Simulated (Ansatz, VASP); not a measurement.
# Mo3H: VASP beside Ansatz

INCAR

```
SYSTEM = Mo3H
PREC = Accurate
ENCUT = 600
EDIFF = 1E-6
ISMEAR = 0
SIGMA = 0.2
LREAL = .False.
LASPH = .True.
NELM = 100
ALGO = Normal
ISIF = 3
LWAVE = .False.
LCHARG = .False.
GGA = PE
IBRION = 2
NSW = 36
EDIFFG = -0.08
```

File KPOINTS:

```
regular mesh
0
Gamma
  4 4 4
  0 0 0
```

The input POSCAR:

```
Mo3H
1.0
    4.6613417600      0.0000000000      0.0000000000
    0.0000000000      4.6613417600      0.0000000000
    0.0000000000      0.0000000000      4.6613417600
H Mo
2 6
Direct
    0.0000000000      0.0000000000      0.0000000000
    0.5000000000      0.5000000000      0.5000000000
    0.2500000000      0.0000000000      0.5000000000
    0.5000000000      0.7500000000      0.0000000000
    0.7500000000      0.0000000000      0.5000000000
    0.5000000000      0.2500000000      0.0000000000
    0.0000000000      0.5000000000      0.7500000000
    0.0000000000      0.5000000000      0.2500000000
```

Input for Ansatz:

```yaml
crystal:
  lattice:
    - [4.66134176, 0.0, 0.0]
    - [0.0, 4.66134176, 0.0]
    - [0.0, 0.0, 4.66134176]
  atoms:
    - { symbol: H, position: [0.0, 0.0, 0.0] }
    - { symbol: H, position: [0.5, 0.5, 0.5] }
    - { symbol: Mo, position: [0.25, 0.0, 0.5] }
    - { symbol: Mo, position: [0.5, 0.75, 0.0] }
    - { symbol: Mo, position: [0.75, 0.0, 0.5] }
    - { symbol: Mo, position: [0.5, 0.25, 0.0] }
    - { symbol: Mo, position: [0.0, 0.5, 0.75] }
    - { symbol: Mo, position: [0.0, 0.5, 0.25] }
basis:
  ecutwfc: 420
kpoints:
  mp_grid: { grid: [4, 4, 4] }
hamiltonian:
  xc: pbe
scf:
  occupations: { method: gaussian, width: 0.2 }
  lower_state_search: "off"
output:
  forces: true
  stress: true
  eigenvalues: true
relax:
  adjacent_minimum: "off"
  f_tol: 0.08
  max_steps: 16
  cell: { stress_tol: 0.8 }
```

Change from the starting cell: species swapped into the V3Sb type (Pm-3n, No. 223).

Alike in both runs: task relaxation of cell and atoms; functional PBE; k mesh 4 × 4 × 4; occupations gaussian, width 0.2 eV; no spin polarisation.

|  | VASP | Ansatz |
| --- | --- | --- |
| version | VASP 6.6.1 | Ansatz 0.2.0 |
| potentials or method | VASP PAW PBE potentials, release 64 (H, Mo_sv), cutoff 600 eV | scalar-relativistic, plane waves, PAW |
| valence electrons in the cell | 86 | 86 |

|  | VASP | Ansatz | Ansatz less VASP |
| --- | --- | --- | --- |
| gap on the k mesh at the Fermi level, each at its own relaxed structure (eV) | none | none | - |
| relaxed volume (Å³/atom) | 13.61 | 13.54 | -0.072 |
| relaxed length of the cell vector where the two differ most in proportion (Å) | 4.775 | 4.767 | -0.0084 |

A gap of «none» marks a metal or a gap that the smearing closes.
